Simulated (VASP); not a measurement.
# TlBi3 (Pm-3m) in VASP: a series of runs

TlBi3 is run at these levels: LDA; tasks: single point.

All numbers are computed with VASP 6.6.1; they aren't measurements. Logs are shortened: lines on timing, memory, paths and dates and some standing lists are left out, and cuts for length are marked.

### 1 The cell of the first run

It takes space group Pm-3m (No. 221, cubic). Conventional cell: a = 4.889 Å, b = 4.889 Å, c = 4.889 Å, α = 90.00°, β = 90.00°, γ = 90.00°. Tl (site symmetry m-3m) has 12 Bi at 3.46 Å within 4.5 Å. Within 4.5 Å of Bi (site symmetry 4/mmm) lie 4 Tl at 3.46 Å and 8 Bi at 3.46 Å.

### 2 Single point, LDA

The input, INCAR:

```
SYSTEM = TlBi3
PREC = Accurate ; ENCUT = 520
EDIFF = 1E-6 ; ISMEAR = 1
SIGMA = 0.15 ; LREAL = .FALSE.
LASPH = .TRUE. ; NELM = 100
ALGO = Normal ; ISIF = 2
LWAVE = .FALSE. ; LCHARG = .FALSE.
GGA = CA ; NBANDS = 37
```

The input, KPOINTS:

```
regular mesh
0
G
  4 4 4
  0 0 0
```

The input, POSCAR:

```
TlBi3
1.0
    4.8890580199      0.0000000000      0.0000000000
    0.0000000000      4.8890580199      0.0000000000
    0.0000000000      0.0000000000      4.8890580199
Tl Bi
1 3
Direct
    0.0000000000      0.0000000000      0.0000000000
    0.0000000000      0.5000000000      0.5000000000
    0.5000000000      0.0000000000      0.5000000000
    0.5000000000      0.5000000000      0.0000000000
```

Potentials or basis: VASP PAW LDA potentials, release 64 (Tl_d, Bi_d).

Launch:

```sh
> cat potpaw_LDA.64/Tl_d/POTCAR potpaw_LDA.64/Bi_d/POTCAR > POTCAR
> mpirun -np 1 vasp_std > vasp.out
```

OUTCAR:

```text
SYSTEM = TlBi3
   PREC = Accurate
   ENCUT = 520
   EDIFF = 1E-6
   ISMEAR = 1
   LREAL = .FALSE.
   LASPH = .TRUE.
   NELM = 100
   ISIF = 2
   GGA = CA

 ion  position               nearest neighbor table
   1  0.000  0.000  0.000-   2 3.46   3 3.46   4 3.46   2 3.46   3 3.46   2 3.46   4 3.46   2 3.46
                             3 3.46   4 3.46   3 3.46   4 3.46
   2  0.000  0.500  0.500-   1 3.46   3 3.46   4 3.46   1 3.46   4 3.46   1 3.46   3 3.46   1 3.46
                             3 3.46   4 3.46   4 3.46   3 3.46
   3  0.500  0.000  0.500-   1 3.46   2 3.46   4 3.46   1 3.46   4 3.46   2 3.46   4 3.46   4 3.46
                             1 3.46   2 3.46   1 3.46   2 3.46
   4  0.500  0.500  0.000-   1 3.46   2 3.46   3 3.46   2 3.46   3 3.46   1 3.46   3 3.46   3 3.46
                             1 3.46   2 3.46   2 3.46   1 3.46

  LATTYP: Found a simple cubic cell.
 ALAT       =     4.8890580199

  Lattice vectors:

 A1 = (   4.8890580199,   0.0000000000,   0.0000000000)
 A2 = (   0.0000000000,   4.8890580199,   0.0000000000)
 A3 = (   0.0000000000,   0.0000000000,   4.8890580199)

Analysis of symmetry for initial positions (statically):
=====================================================================
 Subroutine PRICEL returns:
 Original cell was already a primitive cell.

 Routine SETGRP: Setting up the symmetry group for a
 simple cubic supercell.

 Subroutine GETGRP returns: Found 48 space group operations
 (whereof 48 operations were pure point group operations)
 out of a pool of 48 trial point group operations.

The static configuration has the point symmetry O_h .

Analysis of symmetry for dynamics (positions and initial velocities):
=====================================================================
 Subroutine PRICEL returns:
 Original cell was already a primitive cell.

 Routine SETGRP: Setting up the symmetry group for a
 simple cubic supercell.

 Subroutine GETGRP returns: Found 48 space group operations
 (whereof 48 operations were pure point group operations)
 out of a pool of 48 trial point group operations.

The dynamic configuration has the point symmetry O_h .

 Subroutine INISYM returns: Found 48 space group operations
 (whereof 48 operations are pure point group operations),
 and found     1 'primitive' translations

----------------------------------------------------------------------------------------

                                     Primitive cell

  volume of cell :     116.8626

  direct lattice vectors                    reciprocal lattice vectors
     4.889058020  0.000000000  0.000000000     0.204538379  0.000000000  0.000000000
     0.000000000  4.889058020  0.000000000     0.000000000  0.204538379  0.000000000
     0.000000000  0.000000000  4.889058020     0.000000000  0.000000000  0.204538379

  length of vectors
     4.889058020  4.889058020  4.889058020     0.204538379  0.204538379  0.204538379

  position of ions in fractional coordinates (direct lattice)
     0.000000000  0.000000000  0.000000000
     0.000000000  0.500000000  0.500000000
     0.500000000  0.000000000  0.500000000
     0.500000000  0.500000000  0.000000000

  ion indices of the primitive-cell ions
   primitive index   ion index
                 1           1
                 2           2
                 3           3
                 4           4

----------------------------------------------------------------------------------------

 KPOINTS: regular mesh

Automatic generation of k-mesh.
 Grid dimensions read from file:
 generate k-points for:    4    4    4

 Generating k-lattice:

  Cartesian coordinates                     Fractional coordinates (reciprocal lattice)
     0.051134595  0.000000000  0.000000000     0.250000000  0.000000000  0.000000000
     0.000000000  0.051134595  0.000000000     0.000000000  0.250000000  0.000000000
     0.000000000  0.000000000  0.051134595     0.000000000  0.000000000  0.250000000

  Length of vectors
     0.051134595  0.051134595  0.051134595

  Shift w.r.t. Gamma in fractional coordinates (k-lattice)
     0.000000000  0.000000000  0.000000000

 Subroutine IBZKPT returns following result:
 ===========================================

 Found     10 irreducible k-points:

 Following reciprocal coordinates:
            Coordinates               Weight
  0.000000  0.000000  0.000000      1.000000
  0.250000  0.000000  0.000000      6.000000
  0.500000  0.000000  0.000000      3.000000
  0.250000  0.250000  0.000000     12.000000
  0.500000  0.250000  0.000000     12.000000
  0.500000  0.500000  0.000000      3.000000
  0.250000  0.250000  0.250000      8.000000
  0.500000  0.250000  0.250000     12.000000
  0.500000  0.500000  0.250000      6.000000
  0.500000  0.500000  0.500000      1.000000
   k-points           NKPTS =     10   k-points in BZ     NKDIM =     10   number of bands    NBANDS=     37
   number of dos      NEDOS =    301   number of ions     NIONS =      4
   total plane-waves  NPLWV =  46656
   dimension x,y,z NGX =    36 NGY =   36 NGZ =   36
   dimension x,y,z NGXF=    72 NGYF=   72 NGZF=   72
   ions per type =               1   3
   NGX,Y,Z   is equivalent  to a cutoff of  12.24, 12.24, 12.24 a.u.
   NGXF,Y,Z  is equivalent  to a cutoff of  24.48, 24.48, 24.48 a.u.
 SYSTEM =  TlBi3
   PREC   = accura    normal or accurate (medium, high low for compatibility)
   ISTART =      0    job   : 0-new  1-cont  2-samecut
   ICHARG =      2    charge: 1-file 2-atom 10-const
   ISPIN  =      1    spin polarized calculation?
   LNONCOLLINEAR =      F non collinear calculations
   LSORBIT =      F    spin-orbit coupling
   LASPH  =      T    aspherical Exc in radial PAW
   ENCUT  =  520.0 eV  38.22 Ry    6.18 a.u.   9.09  9.09  9.09*2*pi/ulx,y,z
   NELM   =    100;   NELMIN=  2; NELMDL= -5     # of ELM steps
   EDIFF  = 0.1E-05   stopping-criterion for ELM
   LREAL  =      F    real-space projection
   EDIFFG = 0.1E-04   stopping-criterion for IOM
   NSW    =      0    number of steps for IOM
   IBRION =     -1    ionic relax: 0-MD 1-quasi-New 2-CG
   NFREE  =      0    steps in history (QN), initial steepest desc. (CG)
   ISIF   =      2    stress and relaxation
   ISYM   =      2    0-nonsym 1-usesym 2-fastsym
   POTIM  = 0.5000    time-step for ionic-motion
   TEBEG  =    0.0;   TEEND  =   0.0 temperature during run
   PSTRESS=    0.0 pullay stress
   NELECT =      58.0000    total number of electrons
   NUPDOWN=      -1.0000    fix difference up-down
   EMIN   =  10.00;   EMAX   =-10.00  energy-range for DOS
   EFERMI =   0.00;   METHOD = LEGACY
   ISMEAR =     1;   SIGMA  =   0.15  broadening in eV -4-tet -1-fermi 0-gaus
   EFERMI_NEDOS =   21; number of points for ismear=-14 and -15
   IALGO  =     38    algorithm
   IMIX   =      4    mixing-type and parameters
     AMIX     =   0.40;   BMIX     =  1.00
     AMIX_MAG =   1.60;   BMIX_MAG =  1.00
  volume/ion in A,a.u.               =      29.22       197.16
  Fermi-wavevector in a.u.,A,eV,Ry     =   1.296161  2.449389 22.858243  1.680034
  Thomas-Fermi vector in A             =   2.427635
   LORBIT       =      0    0 simple, 1 ext, 2 COOP (PROOUT), +10 PAW based schemes
   GGA     = CA    functional components
   LHFCALC =     F    Hartree Fock is set to
   AEXX    =    0.0000 exact exchange contribution
   IVDW    =     0    specifies the selected vdW correction
   LEPSILON=     F    determine dielectric tensor
   LRPA    =     F    only Hartree local field effects (RPA)
 non-spin polarized calculation
 Methfessel and Paxton  Order N= 1 SIGMA  =   0.15
  energy-cutoff  :      520.00
  volume of cell :      116.86
 maximum number of plane-waves:      3178
   NGX = 19   NGY = 19   NGZ = 19

 number of electron      57.9999978 magnetization

 Free energy of the ion-electron system (eV)
  ---------------------------------------------------
  ext. energy  EPLUGINS =         0.00000000
  ---------------------------------------------------
  free energy    TOTEN  =       -16.26752682 eV

  energy without entropy =      -16.25550897  energy(sigma->0) =      -16.26352087

 E-fermi :   7.7730     XC(G=0): -10.7260

 val. band max:        7.7545751122   @ k =   0.2500   0.2500   0.2500
 cond. band min:       7.7744102996   @ k =   0.5000   0.2500   0.2500
 fundamental gap:      0.0198351873
 Fermi energy:         7.7730025044

 k-point     1 :       0.0000    0.0000    0.0000
  band No.  band energies     occupation
      1     -15.0962      2.00000
      2     -15.0962      2.00000
      3     -15.0962      2.00000
      4     -15.0760      2.00000
      5     -14.9937      2.00000
      6     -14.9937      2.00000
[... 29 lines left out ...]
     36      12.9755      0.00000
     37      14.0782      0.00000

 k-point     2 :       0.2500    0.0000    0.0000
  band No.  band energies     occupation
      1     -15.0922      2.00000
      2     -15.0606      2.00000
      3     -15.0606      2.00000
      4     -15.0552      2.00000
      5     -14.9915      2.00000
      6     -14.9747      2.00000
[... 29 lines left out ...]
     36      13.4070      0.00000
     37      13.4972      0.00000

 k-point     3 :       0.5000    0.0000    0.0000
  band No.  band energies     occupation
      1     -15.0881      2.00000
      2     -15.0235      2.00000
      3     -14.9882      2.00000
      4     -14.9831      2.00000
      5     -14.9831      2.00000
      6     -14.9682      2.00000
[... 29 lines left out ...]
     36      12.0098      0.00000
     37      14.6613      0.00000

 k-point     4 :       0.2500    0.2500    0.0000
  band No.  band energies     occupation
      1     -15.0648      2.00000
      2     -15.0554      2.00000
      3     -15.0494      2.00000
      4     -15.0277      2.00000
      5     -14.9853      2.00000
      6     -14.9609      2.00000
[... 29 lines left out ...]
     36      13.9722      0.00000
     37      14.4773      0.00000
[... 123 lines left out ...]
      1     -15.0487      2.00000
      2     -15.0185      2.00000
      3     -15.0139      2.00000
      4     -15.0064      2.00000
      5     -15.0009      2.00000
      6     -14.9867      2.00000
[... 29 lines left out ...]
     36      12.9366      0.00000
     37      15.3999      0.00000

 k-point     9 :       0.5000    0.5000    0.2500
  band No.  band energies     occupation
      1     -15.0296      2.00000
      2     -15.0296      2.00000
      3     -15.0216      2.00000
      4     -15.0065      2.00000
      5     -15.0065      2.00000
      6     -14.9998      2.00000
[... 29 lines left out ...]
     36      13.5631      0.00000
     37      15.9597      0.00000

 k-point    10 :       0.5000    0.5000    0.5000
  band No.  band energies     occupation
      1     -15.0359      2.00000
      2     -15.0359      2.00000
      3     -15.0359      2.00000
      4     -15.0206      2.00000
      5     -15.0206      2.00000
      6     -15.0206      2.00000
[... 29 lines left out ...]
     36      14.1671      0.00000
     37      16.3720      0.00000

------------------------ aborting loop because EDIFF is reached ----------------------------------------

  FORCE on cell =-STRESS in cart. coord.  units (eV):
  Direction    XX          YY          ZZ          XY          YZ          ZX
  --------------------------------------------------------------------------------------
  -------------------------------------------------------------------------------------
  Total        0.0308598      0.0308598      0.0308598      0.0000000     -0.0000000      0.0000000
  in kB        0.4230854      0.4230854      0.4230854      0.0000000     -0.0000000      0.0000000
  external PRESSURE =       0.4230854 kB  Pullay stress =       0.0000000 kB

 VOLUME and BASIS-vectors are now :
 -----------------------------------------------------------------------------
  energy-cutoff  :      520.00
  volume of cell :      116.86
      direct lattice vectors                 reciprocal lattice vectors
     4.889058020  0.000000000  0.000000000     0.204538379  0.000000000  0.000000000
     0.000000000  4.889058020  0.000000000     0.000000000  0.204538379  0.000000000
     0.000000000  0.000000000  4.889058020     0.000000000  0.000000000  0.204538379

 POSITION                                       TOTAL-FORCE (eV/Angst)
 -----------------------------------------------------------------------------------
      0.00000      0.00000      0.00000         0.000000      0.000000      0.000000
      0.00000      2.44453      2.44453         0.000000      0.000000      0.000000
      2.44453      0.00000      2.44453         0.000000      0.000000      0.000000
      2.44453      2.44453      0.00000         0.000000      0.000000      0.000000
 -----------------------------------------------------------------------------------
    total drift:                                0.000000      0.000000      0.000000

  FREE ENERGIE OF THE ION-ELECTRON SYSTEM (eV)
  ---------------------------------------------------
  free  energy   TOTEN  =       -16.2675268173 eV

  energy  without entropy=      -16.2555089680  energy(sigma->0) =      -16.26352087
```

Wall time 29 s (1 thread of Intel Xeon 8259CL, shared host); peak memory 0.19 GiB.

Results:

| Quantity | Value |
| --- | --- |
| Free energy | -16.2675 eV |
| Pressure | 0.0 GPa |
| Band gap on the k mesh | zero (bands 29 and 30 overlap by 4.44 eV) |

Levels at points of the mesh, in eV from the Fermi level:
| k point | band 25 | band 26 | band 27 | band 28 | band 29 | band 30 | band 31 | band 32 | band 33 | band 34 |
| --- | --- | --- | --- | --- | --- | --- | --- | --- | --- | --- |
| (0.00, 0.00, 0.00) | -4.06 | -4.06 | -4.06 | 0.71 | 0.71 | 0.71 | 1.87 | 1.87 | 1.87 | 4.95 |
| (0.50, 0.00, 0.00) | -2.52 | -2.52 | -1.76 | -1.76 | -0.57 | -0.56 | 1.49 | 2.06 | 2.57 | 2.57 |
| (0.50, 0.50, 0.00) | -2.66 | -1.74 | -1.74 | -1.08 | -0.94 | -0.59 | -0.59 | 1.36 | 3.69 | 3.97 |
| (0.50, 0.50, 0.50) | -5.42 | -4.73 | -4.73 | -4.73 | 3.84 | 3.84 | 3.98 | 3.98 | 3.98 | 6.39 |

Caveat: spin-orbit coupling is left out, which moves the levels of the heavy elements.

### 3 Single point, LDA

This run uses another cell than the first one, of 31.91 Å³/atom.

The input, INCAR:

```
PREC = Accurate
ENCUT = 520
EDIFF = 1E-6
ISMEAR = 1
SIGMA = 0.15
LREAL = F
LASPH = T
NELM = 60
ALGO = Normal
ISIF = 2
LWAVE = F
LCHARG = F
GGA = CA
NBANDS = 37
```

The input, KPOINTS:

```
regular mesh
0
Gamma
  4 4 4
```

The input, POSCAR:

```
TlBi3
1.0
    5.0351450000      0.0000000000      0.0000000000
    0.0000000000      5.0351450000      0.0000000000
    0.0000000000      0.0000000000      5.0351450000
Tl Bi
1 3
Direct
    0.0000000000      0.0000000000      0.0000000000
    0.0000000000      0.5000000000      0.5000000000
    0.5000000000      0.0000000000      0.5000000000
    0.5000000000      0.5000000000      0.0000000000
```

Potentials or basis: VASP PAW LDA potentials, release 64 (Tl_d, Bi_d).

Launch:

```sh
> cat potpaw_LDA.64/Tl_d/POTCAR potpaw_LDA.64/Bi_d/POTCAR > POTCAR
> mpirun -np 1 vasp_std > vasp.out
```

OUTCAR:

```text
PREC = Accurate
   ENCUT = 520
   EDIFF = 1E-6
   ISMEAR = 1
   LREAL = F
   LASPH = T
   NELM = 60
   ISIF = 2
   GGA = CA

 ion  position               nearest neighbor table
   1  0.000  0.000  0.000-   2 3.56   3 3.56   4 3.56   2 3.56   3 3.56   2 3.56   4 3.56   2 3.56
                             3 3.56   4 3.56   3 3.56   4 3.56
   2  0.000  0.500  0.500-   1 3.56   3 3.56   4 3.56   1 3.56   4 3.56   1 3.56   3 3.56   1 3.56
                             3 3.56   4 3.56   4 3.56   3 3.56
   3  0.500  0.000  0.500-   1 3.56   2 3.56   4 3.56   1 3.56   4 3.56   2 3.56   4 3.56   4 3.56
                             1 3.56   2 3.56   1 3.56   2 3.56
   4  0.500  0.500  0.000-   1 3.56   2 3.56   3 3.56   2 3.56   3 3.56   1 3.56   3 3.56   3 3.56
                             1 3.56   2 3.56   2 3.56   1 3.56

  LATTYP: Found a simple cubic cell.
 ALAT       =     5.0351450000

  Lattice vectors:

 A1 = (   5.0351450000,   0.0000000000,   0.0000000000)
 A2 = (   0.0000000000,   5.0351450000,   0.0000000000)
 A3 = (   0.0000000000,   0.0000000000,   5.0351450000)

Analysis of symmetry for initial positions (statically):
=====================================================================
 Subroutine PRICEL returns:
[... 164 lines left out ...]
 cond. band min:       6.6799134723   @ k =   0.2500   0.2500   0.0000
 fundamental gap:      0.0130740123
 Fermi energy:         6.6784941618

 k-point     1 :       0.0000    0.0000    0.0000
  band No.  band energies     occupation
      1     -16.0931      2.00000
      2     -16.0931      2.00000
      3     -16.0931      2.00000
      4     -16.0767      2.00000
      5     -16.0180      2.00000
      6     -16.0180      2.00000
[... 389 lines left out ...]
     36      12.6841      0.00000
     37      14.6839      0.00000

------------------------ aborting loop because EDIFF is reached ----------------------------------------

  FORCE on cell =-STRESS in cart. coord.  units (eV):
  Direction    XX          YY          ZZ          XY          YZ          ZX
  --------------------------------------------------------------------------------------
  -------------------------------------------------------------------------------------
  Total       -3.0584281     -3.0584281     -3.0584281      0.0000000     -0.0000000     -0.0000000
  in kB      -38.3860046    -38.3860046    -38.3860046      0.0000000     -0.0000000     -0.0000000
  external PRESSURE =     -38.3860046 kB  Pullay stress =       0.0000000 kB

 VOLUME and BASIS-vectors are now :
 -----------------------------------------------------------------------------
  energy-cutoff  :      520.00
  volume of cell :      127.65
      direct lattice vectors                 reciprocal lattice vectors
     5.035145000  0.000000000  0.000000000     0.198604012  0.000000000  0.000000000
     0.000000000  5.035145000  0.000000000     0.000000000  0.198604012  0.000000000
     0.000000000  0.000000000  5.035145000     0.000000000  0.000000000  0.198604012

 POSITION                                       TOTAL-FORCE (eV/Angst)
 -----------------------------------------------------------------------------------
      0.00000      0.00000      0.00000         0.000000      0.000000      0.000000
      0.00000      2.51757      2.51757         0.000000      0.000000      0.000000
      2.51757      0.00000      2.51757         0.000000      0.000000      0.000000
      2.51757      2.51757      0.00000         0.000000      0.000000      0.000000
 -----------------------------------------------------------------------------------
    total drift:                               -0.000000     -0.000000     -0.000000

  FREE ENERGIE OF THE ION-ELECTRON SYSTEM (eV)
  ---------------------------------------------------
  free  energy   TOTEN  =       -16.1307476881 eV

  energy  without entropy=      -16.1118916475  energy(sigma->0) =      -16.12446234
```

OSZICAR:

```text
N       E                     dE             d eps       ncg     rms          rms(c)
DAV:   1     0.640085924617E+03    0.64009E+03   -0.29858E+04   740   0.184E+03
DAV:   2     0.533284689391E+02   -0.58676E+03   -0.57622E+03   745   0.518E+02
DAV:   3    -0.130531516565E+02   -0.66382E+02   -0.65354E+02   877   0.183E+02
DAV:   4    -0.160253382790E+02   -0.29722E+01   -0.29617E+01   820   0.389E+01
DAV:   5    -0.161769118629E+02   -0.15157E+00   -0.15154E+00  1032   0.862E+00    0.294E+00
DAV:   6    -0.161403048201E+02    0.36607E-01   -0.97491E-02   889   0.242E+00    0.198E+00
DAV:   7    -0.161314677776E+02    0.88370E-02   -0.42703E-02   876   0.164E+00    0.412E-01
DAV:   8    -0.161307385597E+02    0.72922E-03   -0.47551E-03   825   0.586E-01    0.293E-02
DAV:   9    -0.161307465442E+02   -0.79845E-05   -0.18382E-04  1025   0.947E-02    0.137E-02
DAV:  10    -0.161307478584E+02   -0.13142E-05   -0.14091E-05   937   0.276E-02    0.324E-03
DAV:  11    -0.161307476881E+02    0.17028E-06   -0.13959E-06   548   0.853E-03
   1 F= -.16130748E+02 E0= -.16124462E+02  d E =-.188560E-01
```

stdout:

```text
POSCAR found type information on POSCAR TlBi
 POSCAR found :  2 types and       4 ions
 scaLAPACK will be used
 LDA part: xc-table for (Slater(with rela. corr.)+CA(PZ))
 , standard interpolation
 POSCAR, INCAR and KPOINTS ok, starting setup
 FFT: planning ... GRIDC
 FFT: planning ... GRID_SOFT
 FFT: planning ... GRID
 WAVECAR not read
 entering main loop
```

It took 50 s on 1 thread of Intel Xeon 8259CL, shared host; peak memory 0.21 GiB.

What came out:

```
Free energy            : -16.1307 eV
Pressure               : -3.8 GPa
Band gap on the k mesh : zero (bands 29 and 30 overlap by 3.99 eV)
```

Caveat: the cell stands under tension; spin-orbit coupling is left out, which moves the levels of the heavy elements.
